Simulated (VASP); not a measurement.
SnSe:

```
Sn Se
1.0
    11.18687    0.00000    0.00000
     0.00000    4.10447    0.00000
     0.00000    0.00000    4.36895
Sn Se
4 4
Direct
  0.87700 0.75000 0.90900
  0.62300 0.25000 0.40900
  0.37700 0.75000 0.59100
  0.12300 0.25000 0.09100
  0.64300 0.75000 0.98400
  0.85700 0.25000 0.48400
  0.14300 0.75000 0.51600
  0.35700 0.25000 0.01600
```

Base run:

| Property | Result |
| --- | --- |
| Program | VASP 6.6.1 |
| Functional | PBE |
| Dispersion | D3(BJ) |
| Potentials or basis | VASP PAW PBE potentials, release 64 (Sn_d, Se) |
| Cutoff | 520 eV |
| k mesh | 3 × 6 × 6 |
| Occupations | fermi-dirac, width 0.05 eV |
| Spin | no spin polarisation |

Its results: band gap on the k mesh 0.53 eV (least direct gap 0.72 eV); pressure 4.0 GPa; largest force 0.735 eV/Å.

**Question.** The run is repeated on the same cell with these changes: functional from PBE to RPBE. What comes out?

**Answer.** Band gap on the k mesh 0.57 eV (least direct gap 0.75 eV); pressure -7.3 GPa; largest force 0.860 eV/Å.

Caveats: spin-orbit coupling is left out, which moves the levels of the heavy elements; an odd mesh through Γ misses points on the zone boundary, where band edges can lie; the cell stands under pressure (at least some runs); the cell stands under tension (at least some runs); the PAW data sets were made with another functional, which shifts forces and pressure a little (at least some runs).
